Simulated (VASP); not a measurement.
# NiO (F-43m) in VASP: notebook

Aim: see how the results for NiO move with the level of theory and the settings. Levels: HSE06, PBE-based screened hybrid with 25 % exact exchange. Tasks: single point.

Program: VASP 6.6.1. These are calculated values, not measurements. Logs are shortened: lines on timing, memory, paths and dates and some standing lists are left out, and cuts for length are marked.

### 1 The cell of the first run

Symmetry: F-43m, No. 216, cubic system. Conventional cell: a = 4.481 Å, b = 4.481 Å, c = 4.481 Å, α = 90.00°, β = 90.00°, γ = 90.00°. Within 2.6 Å of Ni (site symmetry -43m) lie 4 O at 1.94 Å. Within 2.6 Å of O (site symmetry -43m) lie 4 Ni at 1.94 Å.

### 2 Single point, HSE06, collinear spin, ferromagnetic start

Input file POSCAR:

```
NiO
1.0
    0.0000000000      2.2406300000      2.2406300000
    2.2406300000      0.0000000000      2.2406300000
    2.2406300000      2.2406300000      0.0000000000
Ni O
1 1
Direct
    0.0000000000      0.0000000000      0.0000000000
    0.7500000000      0.7500000000      0.7500000000
```

Input file INCAR.step1:

```
SYSTEM = NiO
PREC     = Accurate       ! precision mode
ENCUT    = 520            ! plane-wave cutoff, eV
EDIFF    = 1E-5           ! SCF threshold, eV
ISMEAR   = -1             ! smearing method
SIGMA    = 0.05           ! smearing width, eV
LREAL    = .False.        ! projectors in reciprocal space
LASPH    = .True.         ! aspherical terms in the spheres
NELM     = 150            ! most SCF steps
ALGO     = Normal         ! electronic algorithm
ISIF     = 2              ! what is computed and relaxed
LWAVE    = .True.         ! write WAVECAR
LCHARG   = .False.        ! write CHGCAR
ISPIN    = 2              ! spin polarisation
MAGMOM   = 1 0            ! initial moments
LORBIT   = 11             ! projections on sites
LMAXMIX  = 4              ! l up to which the mixer works
GGA      = PE             ! functional
NBANDS   = 19             ! bands
```

Input file INCAR.step2:

```
SYSTEM = NiO
PREC     = Accurate       ! precision mode
ENCUT    = 520            ! plane-wave cutoff, eV
EDIFF    = 1E-6           ! SCF threshold, eV
ISMEAR   = -1             ! smearing method
SIGMA    = 0.05           ! smearing width, eV
LREAL    = .False.        ! projectors in reciprocal space
LASPH    = .True.         ! aspherical terms in the spheres
NELM     = 150            ! most SCF steps
ALGO     = Normal         ! electronic algorithm
ISIF     = 2              ! what is computed and relaxed
LWAVE    = .False.        ! write WAVECAR
LCHARG   = .False.        ! write CHGCAR
ISPIN    = 2              ! spin polarisation
MAGMOM   = 1 0            ! initial moments
LORBIT   = 11             ! projections on sites
LMAXMIX  = 4              ! l up to which the mixer works
GGA      = PE             ! functional
LHFCALC  = .True.         ! exact exchange
HFSCREEN = 0.2079         ! screening, 1/A
PRECFOCK = Normal       
ISTART   = 1            
NBANDS   = 19             ! bands
```

Input file KPOINTS:

```
regular mesh
0
Gamma
  5 5 5
  0 0 0
```

Potentials or basis: VASP PAW PBE potentials, release 64 (Ni, O).

The run is started by

```sh
> cat potpaw_PBE.64/Ni/POTCAR potpaw_PBE.64/O/POTCAR > POTCAR
> cp INCAR.step1 INCAR
> mpirun -np 1 vasp_std > vasp.out
> cp INCAR.step2 INCAR
> mpirun -np 1 vasp_std > vasp.out
```

OUTCAR:

```text
SYSTEM = NiO
   PREC = Accurate
   ENCUT = 520
   EDIFF = 1E-6
   ISMEAR = -1
   LREAL = .False.
   LASPH = .True.
   NELM = 150
   ISIF = 2
   ISPIN = 2
   LORBIT = 11
   GGA = PE
   LHFCALC = .True.
   HFSCREEN = 0.2079
   PRECFOCK = Normal
   ISTART = 1

 ion  position               nearest neighbor table
   1  0.000  0.000  0.000-   2 1.94   2 1.94   2 1.94   2 1.94
   2  0.750  0.750  0.750-   1 1.94   1 1.94   1 1.94   1 1.94

  LATTYP: Found a face centered cubic cell.
 ALAT       =     4.4812600000

  Lattice vectors:

 A1 = (   0.0000000000,   2.2406300000,   2.2406300000)
 A2 = (   2.2406300000,   0.0000000000,   2.2406300000)
 A3 = (   2.2406300000,   2.2406300000,   0.0000000000)

Analysis of symmetry for initial positions (statically):
=====================================================================
 Subroutine PRICEL returns:
 Original cell was already a primitive cell.

 Routine SETGRP: Setting up the symmetry group for a
 face centered cubic supercell.

 Subroutine GETGRP returns: Found 24 space group operations
 (whereof 24 operations were pure point group operations)
 out of a pool of 48 trial point group operations.

The static configuration has the point symmetry T_d .

Analysis of symmetry for dynamics (positions and initial velocities):
=====================================================================
 Subroutine PRICEL returns:
 Original cell was already a primitive cell.

 Routine SETGRP: Setting up the symmetry group for a
 face centered cubic supercell.

 Subroutine GETGRP returns: Found 24 space group operations
 (whereof 24 operations were pure point group operations)
 out of a pool of 48 trial point group operations.

The dynamic configuration has the point symmetry T_d .

Analysis of structural, dynamic, and magnetic symmetry:
=====================================================================
 Subroutine PRICEL returns:
 Original cell was already a primitive cell.

 Routine SETGRP: Setting up the symmetry group for a
 face centered cubic supercell.

 Subroutine GETGRP returns: Found 24 space group operations
 (whereof 24 operations were pure point group operations)
 out of a pool of 48 trial point group operations.

The overall configuration has the point symmetry T_d .

 Subroutine INISYM returns: Found 24 space group operations
 (whereof 24 operations are pure point group operations),
 and found     1 'primitive' translations

----------------------------------------------------------------------------------------

                                     Primitive cell

  volume of cell :      22.4978

  direct lattice vectors                    reciprocal lattice vectors
     0.000000000  2.240630000  2.240630000    -0.223151524  0.223151524  0.223151524
     2.240630000  0.000000000  2.240630000     0.223151524 -0.223151524  0.223151524
     2.240630000  2.240630000  0.000000000     0.223151524  0.223151524 -0.223151524

  length of vectors
     3.168729334  3.168729334  3.168729334     0.386509778  0.386509778  0.386509778

  position of ions in fractional coordinates (direct lattice)
     0.000000000  0.000000000  0.000000000
     0.750000000  0.750000000  0.750000000

  ion indices of the primitive-cell ions
   primitive index   ion index
                 1           1
                 2           2

----------------------------------------------------------------------------------------

 KPOINTS: regular mesh

Automatic generation of k-mesh.
 Grid dimensions read from file:
 generate k-points for:    5    5    5

 Generating k-lattice:

  Cartesian coordinates                     Fractional coordinates (reciprocal lattice)
    -0.044630305  0.044630305  0.044630305     0.200000000  0.000000000  0.000000000
     0.044630305 -0.044630305  0.044630305     0.000000000  0.200000000  0.000000000
     0.044630305  0.044630305 -0.044630305     0.000000000  0.000000000  0.200000000

  Length of vectors
     0.077301956  0.077301956  0.077301956

  Shift w.r.t. Gamma in fractional coordinates (k-lattice)
     0.000000000  0.000000000  0.000000000

 Subroutine IBZKPT returns following result:
 ===========================================

 Found     10 irreducible k-points:

 Following reciprocal coordinates:
            Coordinates               Weight
  0.000000  0.000000  0.000000      1.000000
  0.200000  0.000000  0.000000      8.000000
  0.400000  0.000000  0.000000      8.000000
  0.200000  0.200000  0.000000      6.000000
  0.400000  0.200000  0.000000     24.000000
 -0.400000  0.200000  0.000000     24.000000
 -0.200000  0.200000  0.000000     12.000000
  0.400000  0.400000  0.000000      6.000000
 -0.400000  0.400000  0.000000     12.000000
 -0.400000  0.400000  0.200000     24.000000
   k-points           NKPTS =     10   k-points in BZ     NKDIM =    125   number of bands    NBANDS=     19
   number of dos      NEDOS =    301   number of ions     NIONS =      2
   total plane-waves  NPLWV =  13824
[... 47 lines left out ...]
   AEXX    =    0.2500 exact exchange contribution
   HFSCREEN=    0.2079 screening length (either q_TF or 0.3 A-1)
   HFSCREENC=   0.2079 screening length for correlation (either q_TF or 0.3 A-1)
   ENCUTFOCK=  -1.0 apply spherical cutoff to Coloumb kernel
   IVDW    =     0    specifies the selected vdW correction
   LEPSILON=     F    determine dielectric tensor
   LRPA    =     F    only Hartree local field effects (RPA)
 spin polarized calculation
  energy-cutoff  :      520.00
  volume of cell :       22.50
 maximum number of plane-waves:       614
  NGX = 18; NGY = 18; NGZ = 18

 number of electron      16.0000006 magnetization       1.9992706

 Free energy of the ion-electron system (eV)
  ---------------------------------------------------
  ext. energy  EPLUGINS =         0.00000000
  ---------------------------------------------------
  free energy    TOTEN  =       -15.06957275 eV

  energy without entropy =      -15.05985657  energy(sigma->0) =      -15.06471466

 E-fermi :   6.2036     XC(G=0):  -9.2045

 val. band max:        6.1836559448   @ k =  -0.4000   0.4000   0.2000
 cond. band min:       6.3284403610   @ k =  -0.2000   0.2000   0.0000
 fundamental gap:      0.1447844163
 Fermi energy:         6.2036264319

 spin component 1

 k-point     1 :       0.0000    0.0000    0.0000
  band No.  band energies     occupation
      1     -16.9834      1.00000
      2      -2.6535      1.00000
      3      -2.6535      1.00000
      4      -2.6534      1.00000
      5       0.4291      1.00000
      6       0.4291      1.00000
[... 11 lines left out ...]
     18      29.5909      0.00000
     19      29.5909      0.00000

 k-point     2 :       0.2000    0.0000    0.0000
  band No.  band energies     occupation
      1     -16.7561      1.00000
      2      -2.8455      1.00000
      3      -2.4981      1.00000
      4      -2.4981      1.00000
      5       0.3781      1.00000
      6       0.3781      1.00000
[... 168 lines left out ...]
 k-point    10 :      -0.4000    0.4000    0.2000
  band No.  band energies     occupation
      1     -16.1569      1.00000
      2      -2.6582      1.00000
      3      -1.9646      1.00000
      4      -1.5836      1.00000
      5      -0.0084      1.00000
      6       0.1454      1.00000
[... 11 lines left out ...]
     18      35.4217      0.00000
     19      35.7871      0.00000
 Fermi energy:         6.2036264319

 spin component 2

 k-point     1 :       0.0000    0.0000    0.0000
  band No.  band energies     occupation
      1     -16.2002      1.00000
      2      -0.2973      1.00000
      3      -0.2972      1.00000
      4      -0.2972      1.00000
      5       1.7412      1.00000
      6       1.7414      1.00000
[... 11 lines left out ...]
     18      29.7803      0.00000
     19      29.7804      0.00000

 k-point     2 :       0.2000    0.0000    0.0000
  band No.  band energies     occupation
      1     -15.9436      1.00000
      2      -1.1040      1.00000
      3      -0.2602      1.00000
      4      -0.2602      1.00000
      5       1.8443      1.00000
      6       1.8445      1.00000
[... 168 lines left out ...]
 k-point    10 :      -0.4000    0.4000    0.2000
  band No.  band energies     occupation
      1     -15.2585      1.00000
      2      -1.6929      1.00000
      3      -0.6975      1.00000
      4       0.0655      1.00000
      5       2.2172      1.00000
      6       2.5839      1.00000
[... 11 lines left out ...]
     18      35.6278      0.00000
     19      35.9293      0.00000

------------------------ aborting loop because EDIFF is reached ----------------------------------------

  FORCE on cell =-STRESS in cart. coord.  units (eV):
  Direction    XX          YY          ZZ          XY          YZ          ZX
  --------------------------------------------------------------------------------------
  -------------------------------------------------------------------------------------
  Total       -0.4672103     -0.4672103     -0.4672103      0.0000000      0.0000000     -0.0000000
  in kB      -33.2722782    -33.2722782    -33.2722782      0.0000000      0.0000000     -0.0000000
  external PRESSURE =     -33.2722782 kB  Pullay stress =       0.0000000 kB

 VOLUME and BASIS-vectors are now :
 -----------------------------------------------------------------------------
  energy-cutoff  :      520.00
  volume of cell :       22.50
      direct lattice vectors                 reciprocal lattice vectors
     0.000000000  2.240630000  2.240630000    -0.223151524  0.223151524  0.223151524
     2.240630000  0.000000000  2.240630000     0.223151524 -0.223151524  0.223151524
     2.240630000  2.240630000  0.000000000     0.223151524  0.223151524 -0.223151524

 POSITION                                       TOTAL-FORCE (eV/Angst)
 -----------------------------------------------------------------------------------
      0.00000      0.00000      0.00000         0.000000      0.000000      0.000000
      3.36095      3.36095      3.36095        -0.000000     -0.000000     -0.000000
 -----------------------------------------------------------------------------------
    total drift:                                0.000000      0.000007     -0.000002

  FREE ENERGIE OF THE ION-ELECTRON SYSTEM (eV)
  ---------------------------------------------------
  free  energy   TOTEN  =       -15.0695727483 eV

  energy  without entropy=      -15.0598565652  energy(sigma->0) =      -15.06471466

 total charge

# of ion       s       p       d       tot
------------------------------------------
    1        0.379   0.497   8.192   9.068
    2        1.554   3.477   0.000   5.031
--------------------------------------------------
tot          1.932   3.975   8.192  14.099

 magnetization (x)

# of ion       s       p       d       tot
------------------------------------------
    1       -0.008   0.019   1.641   1.653
    2        0.018   0.321   0.000   0.339
--------------------------------------------------
tot          0.010   0.340   1.641   1.992
```

It took 19 min on 1 thread of Intel Xeon Platinum 8259CL at 2.50GHz (Skylake/Cascade Lake), shared host; peak memory 0.26 GiB.

What came out:

```yaml
Free_energy: -15.0696 eV
Pressure: -3.3 GPa
Band_gap_on_the_k_mesh: zero (filled and empty bands overlap)
Net_moment: 2.00 μB per cell
Site_moments: Ni +1.65; O +0.34 μB
Valence_electrons_inside_the_program's_atomic_spheres: Ni 9.07; O 5.03
```

Caveat: the k points lie up to 0.49 Å⁻¹ apart, too coarse for converged energies and pressures of a metal; the PAW data sets were made with another functional, which shifts forces and pressure a little; a cell with one magnetic atom can't hold antiferromagnetic order, which such compounds often take.

### 3 Single point, PBE-based screened hybrid with 25 % exact exchange, collinear spin, ferromagnetic start

POSCAR is that of step 2.

Input file INCAR.step1:

```
  PREC = Accurate
  ENCUT = 520
  EDIFF = 1E-5
  ISMEAR = -1
  SIGMA = 0.05
  LREAL = F
  LASPH = T
  NELM = 150
  ALGO = Normal
  ISIF = 2
  LWAVE = T
  LCHARG = F
  ISPIN = 2
  MAGMOM = 1 0
  LORBIT = 11
  LMAXMIX = 4
  NBANDS = 19
  GGA = PE
```

Input file INCAR.step2:

```
  PREC = Accurate
  ENCUT = 520
  EDIFF = 1E-7
  ISMEAR = -1
  SIGMA = 0.05
  LREAL = F
  LASPH = T
  NELM = 150
  ALGO = Normal
  ISIF = 2
  LWAVE = F
  LCHARG = F
  ISPIN = 2
  MAGMOM = 1 0
  LORBIT = 11
  LMAXMIX = 4
  GGA = PE
  LHFCALC = T
  AEXX = 0.25
  HFSCREEN = 0.3
  PRECFOCK = Normal
  NBANDS = 19
  ISTART = 1
```

Input file KPOINTS:

```
Automatic mesh
0
Gamma
  5 5 5
```

Potentials or basis: VASP PAW PBE potentials, release 64 (Ni, O).

The run is started by

```sh
> cat potpaw_PBE.64/Ni/POTCAR potpaw_PBE.64/O/POTCAR > POTCAR
> cp INCAR.step1 INCAR
> mpirun -np 1 vasp_std > vasp.out
> cp INCAR.step2 INCAR
> mpirun -np 1 vasp_std > vasp.out
```

It took 22 min on 1 thread of Intel Xeon Platinum 8259CL at 2.50GHz (Skylake/Cascade Lake), shared host; peak memory 0.26 GiB.

The run converged. Its results:

| Item | Value |
| --- | --- |
| Free energy | -14.6658 eV |
| Pressure | -3.0 GPa |
| Band gap on the k mesh | zero (filled and empty bands overlap) |
| Net moment | 2.00 μB per cell |
| Site moments | Ni +1.65; O +0.34 μB |
| Valence electrons inside the program's atomic spheres | Ni 9.07; O 5.03 |

Levels at points of the mesh, in eV from the Fermi level:
Spin up:
```csv
k point,band 6,band 7,band 8,band 9,band 10,band 11,band 12,band 13
"(0.00, 0.00, 0.00)",-5.55,-2.17,-2.17,-2.17,0.32,14.45,14.45,14.45
```
Spin down:
```
           k point  band 5  band 6  band 7  band 8  band 9  band 10
(0.00, 0.00, 0.00)   -4.24   -4.24    0.41    2.17    2.17     2.17
```

Caveat: the k points lie up to 0.49 Å⁻¹ apart, too coarse for converged energies and pressures of a metal; the PAW data sets were made with another functional, which shifts forces and pressure a little; a cell with one magnetic atom can't hold antiferromagnetic order, which such compounds often take.

### 4 Single point, PBE-based screened hybrid with 25 % exact exchange, collinear spin, ferromagnetic start

This run uses another cell than the first one, of 11.00 Å³/atom.

Input file POSCAR:

```
NiO
1.0
    0.0000000000      2.2241729408      2.2241729408
    2.2241729408      0.0000000000      2.2241729408
    2.2241729408      2.2241729408      0.0000000000
Ni O
1 1
Direct
    0.0000000000      0.0000000000      0.0000000000
    0.7500000000      0.7500000000      0.7500000000
```

Input file INCAR.step1:

```
PREC = Accurate
ENCUT = 520
EDIFF = 1E-5
ISMEAR = -1
SIGMA = 0.05
LREAL = False
LASPH = True
NELM = 150
ALGO = Normal
ISIF = 2
LWAVE = True
LCHARG = False
ISPIN = 2
MAGMOM = 1 0
LORBIT = 11
LMAXMIX = 4
GGA = PE
NBANDS = 19
```

Input file INCAR.step2:

```
PREC = Accurate
ENCUT = 520
EDIFF = 1E-6
ISMEAR = -1
SIGMA = 0.05
LREAL = False
LASPH = True
NELM = 150
ALGO = Normal
ISIF = 2
LWAVE = False
LCHARG = False
ISPIN = 2
MAGMOM = 1 0
LORBIT = 11
LMAXMIX = 4
GGA = PE
LHFCALC = True
AEXX = 0.25
HFSCREEN = 0.3
PRECFOCK = Normal
ISTART = 1
NBANDS = 19
```

Input file KPOINTS:

```
regular mesh
0
Gamma
  5 5 5
```

The run is started by

```sh
> cat potpaw_PBE.64/Ni/POTCAR potpaw_PBE.64/O/POTCAR > POTCAR
> cp INCAR.step1 INCAR
> mpirun -np 1 vasp_std > vasp.out
> cp INCAR.step2 INCAR
> mpirun -np 1 vasp_std > vasp.out
```

Run time: 31 min. Hardware: 1 thread of Intel Xeon 8259CL, shared host; peak memory 0.26 GiB.

Results (log left out):

| Quantity | Value |
| --- | --- |
| Free energy | -14.6695 eV |
| Pressure | 0.7 GPa |
| Band gap on the k mesh | zero (filled and empty bands overlap) |
| Net moment | 2.00 μB per cell |
| Site moments | Ni +1.65; O +0.34 μB |
| Valence electrons inside the program's atomic spheres | Ni 9.12; O 5.04 |

Levels at points of the mesh, in eV from the Fermi level:
Spin up:
| k point | band 6 | band 7 | band 8 | band 9 | band 10 | band 11 | band 12 | band 13 |
| --- | --- | --- | --- | --- | --- | --- | --- | --- |
| (0.00, 0.00, 0.00) | -5.59 | -2.13 | -2.13 | -2.13 | 0.35 | 14.61 | 14.61 | 14.61 |
Spin down:
| k point | band 5 | band 6 | band 7 | band 8 | band 9 | band 10 |
| --- | --- | --- | --- | --- | --- | --- |
| (0.00, 0.00, 0.00) | -4.27 | -4.27 | 0.44 | 2.22 | 2.22 | 2.22 |

Caveat: the k points lie up to 0.49 Å⁻¹ apart, too coarse for converged energies and pressures of a metal; the PAW data sets were made with another functional, which shifts forces and pressure a little; a cell with one magnetic atom can't hold antiferromagnetic order, which such compounds often take.

### 5 The runs side by side

```tsv
level	cell	screening parameter	gap on the mesh (eV)	pressure (GPa)	moment (μB)
HSE06	a = 3.169 Å, angles 60.0°, 2 atoms	0.2079 1/Å	none	-3.3	2.00
PBE-based screened hybrid with 25 % exact exchange	a = 3.169 Å, angles 60.0°, 2 atoms	0.3 1/Å	none	-3.0	2.00
PBE-based screened hybrid with 25 % exact exchange	a = 3.145 Å, angles 60.0°, 2 atoms	0.3 1/Å	none	0.7	2.00
```

Alike in all rows: task single point; potentials or basis VASP PAW PBE potentials, release 64 (Ni, O); spin collinear, ferromagnetic start; k mesh 5 × 5 × 5; cutoff (eV) 520; smearing fermi-dirac 0.05 eV.

Caveats: all runs use coarse meshes; the PAW data sets were made with another functional, which shifts forces and pressure a little; a cell with one magnetic atom can't hold antiferromagnetic order, which such compounds often take.

Total energies depend on the potentials used, so only differences within one code and one set of settings carry meaning.

The gap in the log of VASP goes by the Fermi energy; the results here count the filled bands.